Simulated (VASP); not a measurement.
Runs of VASP 6.6.1 on BaTiO3. The structure is that of space group Pm-3m (No. 221), or close to it. The cells are those of the table. 

| level | potentials or basis | cell | cutoff (eV) | second run | gap on the mesh (eV) | pressure (GPa) |
| --- | --- | --- | --- | --- | --- | --- |
| PBE | VASP PAW PBE potentials, release 64 (Ba_sv, Ti_sv, O_h) | a = 3.994 Å, 5 atoms | 910 | hard_potentials | 1.76 | 4.5 |
| r2SCAN | VASP PAW PBE potentials, release 64 (Ba_sv, Ti_sv, O) | a = 3.913 Å, 5 atoms | 520 | - | (b) | 15.3 |
| PBE | VASP PAW PBE potentials, release 64 (Ba_sv, Ti_sv, O) | a = 3.979 Å, 5 atoms | 520 | - | (c) | 7.2 |
| PBE | VASP PAW PBE potentials, release 64 (Ba_sv, Ti_sv, O) | a = 4.059 Å, 5 atoms | 520 | - | 1.66 | -3.0 |
| PBE | VASP PAW PBE potentials, release 64 (Ba_sv, Ti_sv, O) | a = 3.937 Å, 5 atoms | 520 | - | 1.84 | 13.8 |
| r2SCAN | VASP PAW PBE potentials, release 64 (Ba_sv, Ti_sv, O) | a = 3.954 Å, 5 atoms | 520 | - | 2.22 | (a) |
| PBE | VASP PAW PBE potentials, release 64 (Ba_sv, Ti_sv, O_h) | a = 3.937 Å, 5 atoms | 910 | hard_potentials | 1.85 | 13.4 |
| PBE | VASP PAW PBE potentials, release 64 (Ba_sv, Ti_sv, O) | a = 4.098 Å, 5 atoms | 520 | - | 1.60 | -6.9 |

Alike in all rows: task single point; no spin polarisation; k mesh 6 × 6 × 6; smearing gaussian 0.01 eV.

Problem. Estimate the missing entries.

Solution. (a) 8.1; (b) 2.29; (c) 1.78.

Caveats: spin-orbit coupling is left out, which moves the levels of the heavy elements; the cutoff is under 1.25 times the usual one of these potentials, so pressure, stress and relaxed cells hold a basis-set (Pulay) error (some runs); the PAW data sets were made with another functional, which shifts forces and pressure a little (some runs).

A k mesh can miss the band edges, and the runs leave out spin-orbit coupling on Ba.
